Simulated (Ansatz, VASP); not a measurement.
**BeS: VASP beside Ansatz**

INCAR

```
SYSTEM = BeS
  ALGO = Normal
  EDIFF = 1E-6
  ENCUT = 600
  GGA = PS
  GGA_COMPAT = .False.
  ISIF = 2
  ISMEAR = -5
  LASPH = .True.
  LCHARG = .False.
  LREAL = .False.
  LWAVE = .False.
  NBANDS = 11
  NELM = 120
  PREC = Accurate
  SIGMA = 0.1
```

KPOINTS

```
k-points
0
Gamma
  6 6 6
  0 0 0
```

The input POSCAR:

```
BeS
1.0
    0.0000000000      2.4343066366      2.4343066366
    2.4343066366      0.0000000000      2.4343066366
    2.4343066366      2.4343066366      0.0000000000
Be S
1 1
Direct
    0.0000000000      0.0000000000      0.0000000000
    0.2500000000      0.2500000000      0.2500000000
```

Input for Ansatz:

```yaml
crystal:
  lattice:
    - [0.0, 2.4343066366, 2.4343066366]
    - [2.4343066366, 0.0, 2.4343066366]
    - [2.4343066366, 2.4343066366, 0.0]
  atoms:
    - { symbol: Be, position: [0.0, 0.0, 0.0] }
    - { symbol: S, position: [0.25, 0.25, 0.25] }
kpoints:
  mp_grid: { grid: [6, 6, 6] }
hamiltonian:
  xc: pbesol
scf:
  occupations: { method: tetrahedron }
  n_extra_bands: 4
output:
  forces: true
  stress: true
  eigenvalues: true
```

Alike in both runs: task single point; functional PBEsol; k mesh 6 × 6 × 6; occupations tetrahedron; no spin polarisation.

|  | VASP | Ansatz |
| --- | --- | --- |
| version | VASP 6.6.1 | Ansatz 0.2.0 |
| potentials or method | VASP PAW PBE potentials, release 64 (Be, S) | plane waves |
| plane-wave cutoff (eV) | 600 | 420 |
| valence electrons in the cell | 8 | 8 |

|  | VASP | Ansatz | Ansatz less VASP |
| --- | --- | --- | --- |
| gap on the k mesh at the Fermi level (eV) | 2.95 | 2.95 | -0.003 |
| pressure (GPa) | -1.6 | -1.7 | -0.18 |

VASP's potentials were made for PBE, not for PBEsol. The functional is the same, so the differences come from potentials, cutoffs and numerics. Ansatz's warnings: band table not solved further, tetrahedron derivatives may miss energy slope.
